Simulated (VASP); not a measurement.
Hf: single point with PBE

Crystal: Hf.

```xyz
1
Lattice="2.3462 0.0000 0.0000 0.0000 2.3462 0.0000 0.0000 0.0000 2.3462" Properties=species:S:1:pos:R:3 pbc="T T T"
Hf    0.0000    0.0000    0.0000
```

This cell differs from its parent crystal: volume scaled by 0.52.

- Program: VASP 6.6.1
- Task: single point
- Functional: PBE
- Potentials or basis: VASP PAW PBE potentials, release 64 (Hf_pv)
- Cutoff: 520 eV
- k mesh: 15 × 15 × 15
- Occupations: fermi-dirac, width 0.08 eV
- Spin: no spin polarisation

| Item | Value |
| --- | --- |
| Pressure | 163.3 GPa |
| Band gap on the k mesh | zero (band 5 reaches 10.78 eV, above the bottom of band 6 at 4.69 eV) |

Levels at points of the mesh, in eV from the Fermi level:
```
           k point  band 2  band 3  band 4  band 5  band 6  band 7  band 8  band 9
(0.00, 0.00, 0.00)  -27.94  -27.94   -7.77   -3.95   -3.95   12.40   12.40   12.40
```

Wall time 16 s on 1 thread of Intel(R) Xeon(R) Platinum 8259CL CPU @ 2.50GHz (Skylake/Cascade Lake), on a shared host, peak memory 0.13 GiB.

Caveat: spin-orbit coupling is left out, which moves the levels of the heavy elements.
